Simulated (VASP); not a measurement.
Crystal: TaBi2O5.

```xyz
16
Lattice="2.0350 -5.3500 0.0000 2.0350 5.3500 0.0000 0.0000 0.0000 10.9000" Properties=species:S:1:pos:R:3 pbc="T T T"
Ta    2.0350    3.3170    2.7250
Ta    2.0350   -3.3170    8.1750
Bi    2.0350   -3.9055    0.7085
Bi    2.0350   -3.9055    4.7415
Bi    2.0350    3.9055   10.1915
Bi    2.0350    3.9055    6.1585
O     2.0350    4.8364    1.2535
O     2.0350    4.8364    4.1965
O     2.0350    2.0223    4.6870
O     2.0350    2.0223    0.7630
O     2.0350   -4.8364    9.6465
O     2.0350   -4.8364    6.7035
O     2.0350   -2.0223   10.1370
O     2.0350   -2.0223    6.2130
O     2.0350    2.8355    8.1750
O     2.0350   -2.8355    2.7250
```

```yaml
Program: VASP 6.6.1
Task: relaxation of cell and atoms
Functional: PBE
Potentials_or_basis: VASP PAW PBE potentials, release 64 (Ta_pv, Bi_d, O)
Cutoff: 600 eV
k_mesh: 3 × 3 × 1
Occupations: gaussian, width 0.15 eV
Spin: no spin polarisation
```

At the start: pressure 25.7 GPa; volume 14.83 Å³/atom.

Question: How do energy, volume and symmetry change on relaxing?

Answer: Over 28 steps the energy falls by 736.4 meV/atom and the volume is 16.62 Å³/atom (+12.0 %); space group Cmcm (No. 63, to 0.1 Å) before and after.

Step by step:
| step | energy change (eV) | largest force (eV/Å) | pressure (GPa) | volume (Å³) |
| --- | --- | --- | --- | --- |
| 1 | 0.0000 | 5.6779 | 25.74 | 237.34 |
| 2 | -4.5570 | 2.5333 | -15.77 | 328.77 |
| 3 | -6.0896 | 2.1100 | -7.43 | 289.99 |
| 4 | -7.7656 | 2.5501 | 3.16 | 275.31 |
| 5 | -7.8053 | 1.7156 | 1.34 | 277.06 |
| 6 | -8.7519 | 1.2754 | 0.65 | 276.82 |
| 7 | -9.0721 | 1.4925 | 1.28 | 276.43 |
| 8 | -9.7921 | 2.6103 | -3.05 | 281.88 |
| 9 | -9.8637 | 2.9028 | -4.26 | 283.72 |
| 10 | -10.5623 | 1.1891 | -0.56 | 274.47 |
| 11 | -10.6171 | 1.4964 | 0.98 | 271.32 |
| 12 | -10.9237 | 0.6701 | -0.48 | 270.51 |
| 13 | -10.9711 | 0.8330 | -1.20 | 270.02 |
| 14 | -11.1975 | 0.5743 | 0.37 | 265.58 |
| 15 | -11.2642 | 0.6678 | 2.10 | 261.23 |
| 16 | -11.4343 | 0.6965 | 0.04 | 263.79 |
| 17 | -11.4427 | 0.7031 | -0.52 | 264.57 |
| 18 | -11.5693 | 0.5069 | 0.84 | 263.94 |
| 19 | -11.5835 | 0.5743 | 1.55 | 263.64 |
| 20 | -11.6718 | 0.3770 | 0.11 | 266.62 |
| 21 | -11.6926 | 0.4989 | -0.92 | 268.94 |
| 22 | -11.7446 | 0.2365 | -0.44 | 268.02 |
| 23 | -11.7681 | 0.2184 | 0.34 | 266.72 |
| 24 | -11.7684 | 0.2122 | 0.25 | 266.87 |
| 25 | -11.7748 | 0.1599 | -0.31 | 267.36 |
| 26 | -11.7756 | 0.1236 | -0.19 | 267.24 |
| 27 | -11.7806 | 0.0846 | 0.00 | 266.82 |
| 28 | -11.7832 | 0.0622 | 0.42 | 265.91 |

Final structure:
```
Ta Bi O
1.0
     1.99860   -6.18195    0.00000
     1.99860    6.18195    0.00000
     0.00000    0.00000   10.76086
Ta Bi O
2 4 10
Direct
  0.15423 0.84577 0.25000
  0.84577 0.15423 0.75000
  0.86558 0.13442 0.09145
  0.86558 0.13442 0.40855
  0.13442 0.86558 0.90855
  0.13442 0.86558 0.59145
  0.05406 0.94594 0.11193
  0.05406 0.94594 0.38807
  0.27585 0.72415 0.38946
  0.27585 0.72415 0.11054
  0.94594 0.05406 0.88807
  0.94594 0.05406 0.61193
  0.72415 0.27585 0.88946
  0.72415 0.27585 0.61054
  0.32082 0.67918 0.75000
  0.67918 0.32082 0.25000
```

Caveat: the k points lie up to 0.58 Å⁻¹ apart in the final cell; the relaxation stopped at a loose force limit of 0.08 eV/Å, so its end isn't a converged minimum.
